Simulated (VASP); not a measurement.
# KBr (Fm-3m) in VASP: notebook

Runs on KBr. Level: r2SCAN. Tasks: single point, relaxation of cell and atoms.

Everything below comes from runs of VASP 6.6.1. Logs are shortened: lines on timing, memory, paths and dates and some standing lists are left out, and cuts for length are marked.

## Step 1: The cell of the first run

Symmetry: Fm-3m, No. 225, cubic system. The conventional cell has a = 6.734 Å, b = 6.734 Å, c = 6.734 Å, α = 90.00°, β = 90.00°, γ = 90.00°. K (site symmetry m-3m) has 6 Br at 3.37 Å within 4.4 Å. Within 4.4 Å of Br (site symmetry m-3m) lie 6 K at 3.37 Å.

## Step 2: Single point, r2SCAN (volume scaled by 1.06)

The input, POSCAR:

```
KBr
1.0
    0.0000000000      3.3669915905      3.3669915905
    3.3669915905      0.0000000000      3.3669915905
    3.3669915905      3.3669915905      0.0000000000
K Br
1 1
Direct
    0.0000000000      0.0000000000      0.0000000000
    0.5000000000      0.5000000000      0.5000000000
```

The input, INCAR.step1:

```
ALGO = Normal
EDIFF = 1E-4
ENCUT = 520
GGA = PE
ISMEAR = 0
LASPH = True
LCHARG = False
LREAL = False
LWAVE = True
NBANDS = 15
NELM = 60
PREC = Accurate
SIGMA = 0.02
```

The input, INCAR.step2:

```
ALGO = Normal
EDIFF = 1E-6
ENCUT = 520
ISIF = 2
ISMEAR = 0
ISTART = 1
LASPH = True
LCHARG = True
LELF = True
LMIXTAU = True
LREAL = False
LVHAR = True
LWAVE = False
METAGGA = R2SCAN
NBANDS = 15
NELM = 60
PREC = Accurate
SIGMA = 0.02
```

The input, KPOINTS:

```
k-points
0
Gamma
  6 6 6
```

Potentials or basis: VASP PAW PBE potentials, release 64 (K_sv, Br).

Launch:

```
> cat potpaw_PBE.64/K_sv/POTCAR potpaw_PBE.64/Br/POTCAR > POTCAR
> cp INCAR.step1 INCAR
> mpirun -np 1 vasp_std > vasp.out
> cp INCAR.step2 INCAR
> mpirun -np 1 vasp_std > vasp.out
```

OUTCAR:

```text
EDIFF = 1E-6
   ENCUT = 520
   ISIF = 2
   ISMEAR = 0
   ISTART = 1
   LASPH = True
   LREAL = False
   METAGGA = R2SCAN
   NELM = 60
   PREC = Accurate

 ion  position               nearest neighbor table
   1  0.000  0.000  0.000-
   2  0.500  0.500  0.500-

  LATTYP: Found a face centered cubic cell.
 ALAT       =     6.7339831810

  Lattice vectors:

 A1 = (   0.0000000000,   3.3669915905,   3.3669915905)
 A2 = (   3.3669915905,   0.0000000000,   3.3669915905)
 A3 = (   3.3669915905,   3.3669915905,   0.0000000000)

Analysis of symmetry for initial positions (statically):
=====================================================================
 Subroutine PRICEL returns:
 Original cell was already a primitive cell.

 Routine SETGRP: Setting up the symmetry group for a
 face centered cubic supercell.

 Subroutine GETGRP returns: Found 48 space group operations
 (whereof 48 operations were pure point group operations)
 out of a pool of 48 trial point group operations.

The static configuration has the point symmetry O_h .

Analysis of symmetry for dynamics (positions and initial velocities):
=====================================================================
 Subroutine PRICEL returns:
 Original cell was already a primitive cell.

 Routine SETGRP: Setting up the symmetry group for a
 face centered cubic supercell.

 Subroutine GETGRP returns: Found 48 space group operations
 (whereof 48 operations were pure point group operations)
 out of a pool of 48 trial point group operations.

The dynamic configuration has the point symmetry O_h .

 Subroutine INISYM returns: Found 48 space group operations
 (whereof 48 operations are pure point group operations),
 and found     1 'primitive' translations

----------------------------------------------------------------------------------------

                                     Primitive cell

  volume of cell :      76.3407

  direct lattice vectors                    reciprocal lattice vectors
     0.000000000  3.366991591  3.366991591    -0.148500519  0.148500519  0.148500519
     3.366991591  0.000000000  3.366991591     0.148500519 -0.148500519  0.148500519
     3.366991591  3.366991591  0.000000000     0.148500519  0.148500519 -0.148500519

  length of vectors
     4.761645172  4.761645172  4.761645172     0.257210445  0.257210445  0.257210445

  position of ions in fractional coordinates (direct lattice)
     0.000000000  0.000000000  0.000000000
     0.500000000  0.500000000  0.500000000

  ion indices of the primitive-cell ions
   primitive index   ion index
                 1           1
                 2           2

----------------------------------------------------------------------------------------

 KPOINTS: k-points

Automatic generation of k-mesh.
 Grid dimensions read from file:
 generate k-points for:    6    6    6

 Generating k-lattice:

  Cartesian coordinates                     Fractional coordinates (reciprocal lattice)
    -0.024750087  0.024750087  0.024750087     0.166666667  0.000000000  0.000000000
     0.024750087 -0.024750087  0.024750087     0.000000000  0.166666667  0.000000000
     0.024750087  0.024750087 -0.024750087     0.000000000  0.000000000  0.166666667

  Length of vectors
     0.042868407  0.042868407  0.042868407

  Shift w.r.t. Gamma in fractional coordinates (k-lattice)
     0.000000000  0.000000000  0.000000000

 Subroutine IBZKPT returns following result:
 ===========================================

 Found     16 irreducible k-points:

 Following reciprocal coordinates:
            Coordinates               Weight
  0.000000  0.000000  0.000000      1.000000
  0.166667  0.000000  0.000000      8.000000
  0.333333  0.000000  0.000000      8.000000
  0.500000  0.000000  0.000000      4.000000
  0.166667  0.166667  0.000000      6.000000
  0.333333  0.166667  0.000000     24.000000
[... 8 lines left out ...]
 -0.333333  0.333333  0.166667     24.000000
 -0.333333  0.500000  0.166667     12.000000
   k-points           NKPTS =     16   k-points in BZ     NKDIM =     16   number of bands    NBANDS=     15
   number of dos      NEDOS =    301   number of ions     NIONS =      2
   total plane-waves  NPLWV =  46656
   dimension x,y,z NGX =    36 NGY =   36 NGZ =   36
   dimension x,y,z NGXF=    72 NGYF=   72 NGZF=   72
   ions per type =               1   1
   NGX,Y,Z   is equivalent  to a cutoff of  12.57, 12.57, 12.57 a.u.
   NGXF,Y,Z  is equivalent  to a cutoff of  25.14, 25.14, 25.14 a.u.
 SYSTEM =  unknown system
   PREC   = accura    normal or accurate (medium, high low for compatibility)
   ISTART =      1    job   : 0-new  1-cont  2-samecut
   ICHARG =      0    charge: 1-file 2-atom 10-const
   ISPIN  =      1    spin polarized calculation?
   LNONCOLLINEAR =      F non collinear calculations
   LSORBIT =      F    spin-orbit coupling
   LASPH  =      T    aspherical Exc in radial PAW
   ENCUT  =  520.0 eV  38.22 Ry    6.18 a.u.   8.85  8.85  8.85*2*pi/ulx,y,z
   NELM   =     60;   NELMIN=  2; NELMDL=  0     # of ELM steps
   EDIFF  = 0.1E-05   stopping-criterion for ELM
   LREAL  =      F    real-space projection
   EDIFFG = 0.1E-04   stopping-criterion for IOM
   NSW    =      0    number of steps for IOM
   IBRION =     -1    ionic relax: 0-MD 1-quasi-New 2-CG
   NFREE  =      0    steps in history (QN), initial steepest desc. (CG)
   ISIF   =      2    stress and relaxation
   ISYM   =      2    0-nonsym 1-usesym 2-fastsym
   POTIM  = 0.5000    time-step for ionic-motion
   TEBEG  =    0.0;   TEEND  =   0.0 temperature during run
   PSTRESS=    0.0 pullay stress
   NELECT =      16.0000    total number of electrons
   NUPDOWN=      -1.0000    fix difference up-down
   EMIN   =  10.00;   EMAX   =-10.00  energy-range for DOS
   EFERMI =   0.00;   METHOD = LEGACY
   ISMEAR =     0;   SIGMA  =   0.02  broadening in eV -4-tet -1-fermi 0-gaus
   EFERMI_NEDOS =   21; number of points for ismear=-14 and -15
   IALGO  =     38    algorithm
   IMIX   =      4    mixing-type and parameters
     AMIX     =   0.40;   BMIX     =  1.00
     AMIX_MAG =   1.60;   BMIX_MAG =  1.00
  volume/ion in A,a.u.               =      38.17       257.59
  Fermi-wavevector in a.u.,A,eV,Ry     =   0.972440  1.837645 12.866206  0.945639
  Thomas-Fermi vector in A             =   2.102739
   LORBIT       =      0    0 simple, 1 ext, 2 COOP (PROOUT), +10 PAW based schemes
   METAGGA = R2SCAN    functional components
   LHFCALC =     F    Hartree Fock is set to
   AEXX    =    0.0000 exact exchange contribution
   IVDW    =     0    specifies the selected vdW correction
   LEPSILON=     F    determine dielectric tensor
   LRPA    =     F    only Hartree local field effects (RPA)
 non-spin polarized calculation
 Gauss-broadening in eV      SIGMA  =   0.02
  energy-cutoff  :      520.00
  volume of cell :       76.34
 maximum number of plane-waves:      2085
   NGX = 17   NGY = 17   NGZ = 17

 number of electron      16.0000003 magnetization

 Free energy of the ion-electron system (eV)
  ---------------------------------------------------
  ext. energy  EPLUGINS =         0.00000000
  ---------------------------------------------------
  free energy    TOTEN  =       -23.23846751 eV

  energy without entropy =      -23.23846751  energy(sigma->0) =      -23.23846751

 E-fermi :  -2.2771     XC(G=0):  -7.4902

 val. band max:       -2.3742775488   @ k =   0.0000   0.0000   0.0000
 cond. band min:       2.5398162477   @ k =   0.0000   0.0000   0.0000
 fundamental gap:      4.9140937965
 Fermi energy:        -2.2770501454

 k-point     1 :       0.0000    0.0000    0.0000
  band No.  band energies     occupation
      1     -31.3920      2.00000
      2     -15.0317      2.00000
      3     -14.0927      2.00000
      4     -14.0927      2.00000
      5     -14.0927      2.00000
      6      -2.3743      2.00000
      7      -2.3743      2.00000
      8      -2.3743      2.00000
      9       2.5398      0.00000
     10       5.8490      0.00000
     11       5.8490      0.00000
     12       5.8490      0.00000
     13       6.7918      0.00000
     14       6.7918      0.00000
     15       9.5020      0.00000

 k-point     2 :       0.1667    0.0000    0.0000
  band No.  band energies     occupation
      1     -31.3910      2.00000
      2     -15.0764      2.00000
      3     -14.0937      2.00000
      4     -14.0937      2.00000
      5     -14.0320      2.00000
      6      -2.6913      2.00000
      7      -2.4486      2.00000
      8      -2.4486      2.00000
      9       3.1543      0.00000
     10       5.6521      0.00000
     11       6.1687      0.00000
     12       6.1687      0.00000
     13       7.1248      0.00000
     14       7.1248      0.00000
     15      10.4376      0.00000

 k-point     3 :       0.3333    0.0000    0.0000
  band No.  band energies     occupation
      1     -31.3891      2.00000
      2     -15.1532      2.00000
      3     -14.0958      2.00000
      4     -14.0958      2.00000
      5     -13.9229      2.00000
      6      -3.2058      2.00000
      7      -2.5898      2.00000
      8      -2.5898      2.00000
      9       4.2388      0.00000
     10       5.7996      0.00000
     11       7.0251      0.00000
     12       7.0251      0.00000
     13       7.9622      0.00000
     14       7.9622      0.00000
     15       9.6812      0.00000
[... 199 lines left out ...]
 k-point    15 :      -0.3333    0.3333    0.1667
  band No.  band energies     occupation
      1     -31.3872      2.00000
      2     -15.0742      2.00000
      3     -14.1294      2.00000
      4     -14.1193      2.00000
      5     -13.9790      2.00000
      6      -3.1186      2.00000
      7      -2.8567      2.00000
      8      -2.7240      2.00000
      9       5.2843      0.00000
     10       5.6764      0.00000
     11       6.7934      0.00000
     12       7.3738      0.00000
     13       8.5485      0.00000
     14       8.8876      0.00000
     15       9.2859      0.00000

 k-point    16 :      -0.3333    0.5000    0.1667
  band No.  band energies     occupation
      1     -31.3869      2.00000
      2     -15.0103      2.00000
      3     -14.1504      2.00000
      4     -14.1300      2.00000
      5     -14.0342      2.00000
      6      -3.0319      2.00000
      7      -2.7939      2.00000
      8      -2.7888      2.00000
      9       4.7375      0.00000
     10       6.1492      0.00000
     11       6.3402      0.00000
     12       7.4917      0.00000
     13       8.3154      0.00000
     14       9.0150      0.00000
     15       9.4450      0.00000

------------------------ aborting loop because EDIFF is reached ----------------------------------------

  FORCE on cell =-STRESS in cart. coord.  units (eV):
  Direction    XX          YY          ZZ          XY          YZ          ZX
  --------------------------------------------------------------------------------------
  -------------------------------------------------------------------------------------
  Total       -0.3745360     -0.3745360     -0.3745360      0.0000000      0.0000000     -0.0000000
  in kB       -7.8604619     -7.8604619     -7.8604619      0.0000000      0.0000000     -0.0000000
  external PRESSURE =      -7.8604619 kB  Pullay stress =       0.0000000 kB

 VOLUME and BASIS-vectors are now :
 -----------------------------------------------------------------------------
  energy-cutoff  :      520.00
  volume of cell :       76.34
      direct lattice vectors                 reciprocal lattice vectors
     0.000000000  3.366991591  3.366991591    -0.148500519  0.148500519  0.148500519
     3.366991591  0.000000000  3.366991591     0.148500519 -0.148500519  0.148500519
     3.366991591  3.366991591  0.000000000     0.148500519  0.148500519 -0.148500519

 POSITION                                       TOTAL-FORCE (eV/Angst)
 -----------------------------------------------------------------------------------
      0.00000      0.00000      0.00000        -0.000000     -0.000000     -0.000000
      3.36699      3.36699      3.36699         0.000000      0.000000      0.000000
 -----------------------------------------------------------------------------------
    total drift:                                0.000000      0.000000      0.000000

  FREE ENERGIE OF THE ION-ELECTRON SYSTEM (eV)
  ---------------------------------------------------
  free  energy   TOTEN  =       -23.2384675107 eV

  energy  without entropy=      -23.2384675107  energy(sigma->0) =      -23.23846751
```

Wall time 35 s (1 thread of Intel Xeon 6975P-C (Granite Rapids), shared host); peak memory 0.22 GiB.

Results:

```yaml
Free_energy: -23.2385 eV
Pressure: -0.8 GPa
Band_gap_on_the_k_mesh: 4.91 eV, direct
```

Caveat: the cell differs from its parent crystal (volume scaled by 1.06); the PAW data sets were made with another functional, which shifts forces and pressure a little.

## Step 3: Single point, r2SCAN (volume scaled by 1.10)

The input, POSCAR:

```
KBr
1.0
    0.0000000000      3.4088218502      3.4088218502
    3.4088218502      0.0000000000      3.4088218502
    3.4088218502      3.4088218502      0.0000000000
K Br
1 1
Direct
    0.0000000000      0.0000000000      0.0000000000
    0.5000000000      0.5000000000      0.5000000000
```

The input, INCAR.step1:

```
SYSTEM = KBr
PREC     = Accurate       ! precision mode
ENCUT    = 520            ! plane-wave cutoff, eV
ISMEAR   = 0              ! smearing method
SIGMA    = 0.02           ! smearing width, eV
LREAL    = .False.        ! projectors in reciprocal space
LASPH    = .True.         ! aspherical terms in the spheres
NELM     = 80             ! most SCF steps
NBANDS   = 15             ! bands
GGA      = PE             ! functional
ALGO     = Normal         ! electronic algorithm
EDIFF    = 1E-4           ! SCF threshold, eV
LWAVE    = .True.         ! write WAVECAR
LCHARG   = .False.        ! write CHGCAR
```

The input, INCAR.step2:

```
SYSTEM = KBr
PREC     = Accurate       ! precision mode
ENCUT    = 520            ! plane-wave cutoff, eV
EDIFF    = 1E-6           ! SCF threshold, eV
ISMEAR   = 0              ! smearing method
SIGMA    = 0.02           ! smearing width, eV
LREAL    = .False.        ! projectors in reciprocal space
LASPH    = .True.         ! aspherical terms in the spheres
NELM     = 80             ! most SCF steps
ALGO     = Normal         ! electronic algorithm
ISIF     = 2              ! what is computed and relaxed
LWAVE    = .False.        ! write WAVECAR
LCHARG   = .False.        ! write CHGCAR
METAGGA  = R2SCAN         ! meta-GGA
LMIXTAU  = .True.       
NBANDS   = 15             ! bands
ISTART   = 1
```

The input, KPOINTS:

```
Automatic mesh
0
Gamma
  6 6 6
  0 0 0
```

Potentials or basis: VASP PAW PBE potentials, release 64 (K_sv, Br).

Launch:

```
> cat potpaw_PBE.64/K_sv/POTCAR potpaw_PBE.64/Br/POTCAR > POTCAR
> cp INCAR.step1 INCAR
> mpirun -np 1 vasp_std > vasp.out
> cp INCAR.step2 INCAR
> mpirun -np 1 vasp_std > vasp.out
```

Wall time 38 s (1 thread of Intel Xeon 6975P-C (Granite Rapids), shared host); peak memory 0.21 GiB.

The run converged. Its results:

```
Free energy            : -23.2210 eV
Pressure               : -1.2 GPa
Band gap on the k mesh : 4.82 eV, direct
```

Levels at points of the mesh, in eV from the valence-band top:
| k point | band 6 | band 7 | band 8 | band 9 | band 10 | band 11 |
| --- | --- | --- | --- | --- | --- | --- |
| (0.00, 0.00, 0.00) | 0.00 | 0.00 | 0.00 | 4.82 | 8.21 | 8.21 |
| (0.50, 0.00, 0.00) | -0.99 | -0.26 | -0.26 | 6.92 | 8.50 | 10.27 |
| (0.50, 0.50, 0.00) | -0.72 | -0.25 | -0.25 | 6.45 | 7.67 | 9.59 |

Caveat: the cell differs from its parent crystal (volume scaled by 1.10); the PAW data sets were made with another functional, which shifts forces and pressure a little.

## Step 4: Relaxation of cell and atoms, r2SCAN

This run uses another cell than the first one, of 35.94 Å³/atom, 0.941 times its volume.

The input, POSCAR:

```
KBr
1.0
    0.0000000000      3.3000000000      3.3000000000
    3.3000000000      0.0000000000      3.3000000000
    3.3000000000      3.3000000000      0.0000000000
K Br
1 1
Direct
    0.0000000000      0.0000000000      0.0000000000
    0.5000000000      0.5000000000      0.5000000000
```

The input, INCAR.step1:

```
SYSTEM = KBr
PREC = Accurate
ENCUT = 600
ISMEAR = 0
SIGMA = 0.02
LREAL = .False.
LASPH = .True.
NELM = 100
GGA = PE
ALGO = Normal
EDIFF = 1E-4
LWAVE = .True.
LCHARG = .False.
```

The input, INCAR.step2:

```
SYSTEM = KBr
PREC = Accurate
ENCUT = 600
EDIFF = 1E-7
ISMEAR = 0
SIGMA = 0.02
LREAL = .False.
LASPH = .True.
NELM = 100
ALGO = Normal
ISIF = 3
LWAVE = .False.
LCHARG = .False.
METAGGA = R2SCAN
LMIXTAU = .True.
IBRION = 2
NSW = 100
EDIFFG = -0.005
ISTART = 1
```

KPOINTS is that of step 3.

Launch:

```
> cat potpaw_PBE.64/K_sv/POTCAR potpaw_PBE.64/Br/POTCAR > POTCAR
> cp INCAR.step1 INCAR
> mpirun -np 1 vasp_std > vasp.out
> cp INCAR.step2 INCAR
> mpirun -np 1 vasp_std > vasp.out
```

Wall time 1.8 min (1 thread of Intel Xeon 6975P-C (Granite Rapids), shared host); peak memory 0.26 GiB.

The run converged. Its results:

```
Free energy                            : -23.2497 eV
Relaxed volume                         : 36.06 Å³/atom
Relaxed cell                           : a = 4.672 Å, b = 4.672 Å, c = 4.672 Å, α = 60.00°, β = 60.00°, γ = 60.00°
Space group after relaxing (to 0.05 Å) : Fm-3m (No. 225)
Energy gained by relaxing              : 0.0 meV/atom
Ionic steps                            : 3
Pressure after relaxing                : 0.0 GPa
Band gap on the k mesh                 : 5.07 eV, direct
```

Final structure:
```xyz
2
Lattice="0.0000 3.3037 3.3037 3.3037 0.0000 3.3037 3.3037 3.3037 0.0000" Properties=species:S:1:pos:R:3 pbc="T T T"
K     0.0000    0.0000    0.0000
Br    3.3037    3.3037    3.3037
```

Levels at points of the mesh, in eV from the valence-band top:
```csv
k point,band 4,band 5,band 6,band 7,band 8,band 9,band 10,band 11,band 12
"(0.00, 0.00, 0.00)",-11.60,-11.60,0.00,0.00,0.00,5.07,8.24,8.24,8.24
"(0.50, 0.00, 0.00)",-11.60,-11.35,-1.16,-0.33,-0.33,7.13,8.86,10.52,10.52
"(0.50, 0.50, 0.00)",-11.63,-11.63,-0.82,-0.29,-0.29,6.36,8.02,10.12,10.20
```

Caveat: the PAW data sets were made with another functional, which shifts forces and pressure a little.

## Step 5: Overview

| task | cell | cutoff (eV) | gap on the mesh (eV) | pressure (GPa) |
| --- | --- | --- | --- | --- |
| single point | a = 4.762 Å, angles 60.0°, 2 atoms | 520 | 4.91 | -0.8 |
| single point | a = 4.821 Å, angles 60.0°, 2 atoms | 520 | 4.82 | -1.2 |
| relaxation of cell and atoms | relaxed from a = 4.667 Å, angles 60.0°, 2 atoms | 600 | 5.07 | 0.0 |

Alike in all rows: level r2SCAN; potentials or basis VASP PAW PBE potentials, release 64 (K_sv, Br); no spin polarisation; k mesh 6 × 6 × 6; smearing gaussian 0.02 eV.

Caveats: the PAW data sets were made with another functional, which shifts forces and pressure a little.

Absolute energies hang on the potentials; compare differences alone.
